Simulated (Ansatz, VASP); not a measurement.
ZnSe in VASP and in Ansatz

The input INCAR:

```
  PREC = Accurate
  ENCUT = 520
  EDIFF = 1E-7
  ISMEAR = -1
  SIGMA = 0.08
  LREAL = False
  LASPH = True
  NELM = 80
  ALGO = Normal
  ISIF = 2
  LWAVE = False
  LCHARG = False
  GGA = PE
  NBANDS = 16
```

File KPOINTS:

```
regular mesh
0
Gamma
  13 13 13
```

File POSCAR:

```
ZnSe
1.0
    0.0000000000      2.6836815010      2.6836815010
    2.6836815010      0.0000000000      2.6836815010
    2.6836815010      2.6836815010      0.0000000000
Zn Se
1 1
Direct
    0.0000000000      0.0000000000      0.0000000000
    0.5000000000      0.5000000000      0.5000000000
```

Input for Ansatz:

```yaml
crystal:
  lattice:
    - [0.0, 2.683681501, 2.683681501]
    - [2.683681501, 0.0, 2.683681501]
    - [2.683681501, 2.683681501, 0.0]
  atoms:
    - { symbol: Zn, position: [0.0, 0.0, 0.0] }
    - { symbol: Se, position: [0.5, 0.5, 0.5] }
kpoints:
  mp_grid: { grid: [13, 13, 13] }
scf:
  occupations: { method: fermi_dirac, width: 0.08 }
hamiltonian:
  xc: pbe
  pseudopotentials: { kind: paw }
output:
  forces: true
  stress: true
  eigenvalues: true
  write_density: true
  write_potential: true
  elf: true
  volumetric_format: npy
```

Change from the starting cell: volume scaled by 1, to set the pressure.

Alike in both runs: task single point; functional PBE; k mesh 13 × 13 × 13; occupations fermi-dirac, width 0.08 eV; no spin polarisation.

```csv
,VASP,Ansatz
version,VASP 6.6.1,Ansatz 0.2.0
potentials or method,"VASP PAW PBE potentials, release 64 (Zn, Se)","PAW with Ansatz's default frozen-core files, scalar-relativistic"
plane-wave cutoff (eV),520,420
valence electrons in the cell,18,28
```

```csv
,VASP,Ansatz,Ansatz less VASP
pressure (GPa),0.2,0.0,-0.20
```

The functional is the same, so the differences come from potentials, cutoffs and numerics. VASP's potentials hold 18 valence electrons a cell and Ansatz's 28, so a difference there can come from the potentials and not from the codes.
